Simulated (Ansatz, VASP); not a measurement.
## NaH3 in VASP and in Ansatz

```
Na H
1.0
     3.04348    1.75715    2.84171
    -3.04348    1.75715    2.84171
     0.00000   -3.51431    2.84171
Na H
2 6
Direct
  0.75000 0.75000 0.75000
  0.25000 0.25000 0.25000
  0.23653 0.48653 0.48653
  0.48653 0.23653 0.48653
  0.48653 0.48653 0.23653
  0.51347 0.51347 0.76347
  0.51347 0.76347 0.51347
  0.76347 0.51347 0.51347
```

Alike in both runs: task relaxation of cell and atoms; functional PBE; k mesh 6 × 6 × 6; occupations gaussian, width 0.1 eV; no spin polarisation.

|  | VASP | Ansatz |
| --- | --- | --- |
| version | VASP 6.6.1 | Ansatz 0.2.0 |
| potentials or method | VASP PAW PBE potentials, release 64 (Na_pv, H), cutoff 600 eV | scalar-relativistic, plane waves, PAW |
| valence electrons in the cell | 20 | 24 |

```tsv
	VASP	Ansatz	Ansatz less VASP
gap on the k mesh at the Fermi level, each at its own relaxed structure (eV)	2.03	1.99	-0.043
relaxed volume (Å³/atom)	11.10	11.08	-0.017
relaxed cell length with the largest relative difference (Å)	4.818	4.827	+0.0094
```

VASP's potentials hold 20 valence electrons a cell and Ansatz's 24, so a difference there can come from the potentials and not from the codes.
